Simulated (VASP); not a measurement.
A run of VASP 6.6.1 is set up as follows.

Contents of INCAR:

```
SYSTEM = Ca
ALGO = Normal
EDIFF = 1E-6
ENCUT = 520
GGA = PS
ISIF = 2
ISMEAR = 0
LASPH = .TRUE.
LCHARG = .FALSE.
LREAL = .FALSE.
LWAVE = .FALSE.
NBANDS = 17
NELM = 100
PREC = Accurate
SIGMA = 0.1
```

KPOINTS

```
k-points
0
G
  12 12 8
  0 0 0
```

File POSCAR:

```
Ca
1.0
    3.6828952040      0.0000000000      0.0000000000
    0.0000000000      3.9009779158      0.0000000000
    0.0000000000      0.0000000000      5.5096005758
Ca
2
Direct
    0.0000000000      0.0000000000      0.5000000000
    0.5000000000      0.5000000000      0.0000000000
```

Potentials or basis: VASP PAW PBE potentials, release 64 (Ca_sv).

Command:

```sh
$ cat potpaw_PBE.64/Ca_sv/POTCAR > POTCAR
$ mpirun -np 1 vasp_std > vasp.out
```

(1) What does it give for the pressure?

(2) Predict the band gap on the k mesh.

Answers

(1) 0.5 GPa.

(2) zero (band 10 reaches 2.31 eV, above the bottom of band 11 at 1.92 eV).

Caveat: the cell differs from its parent crystal (uniaxial strain along a: -4.5 %); the PAW data sets were made with another functional, which shifts forces and pressure a little.
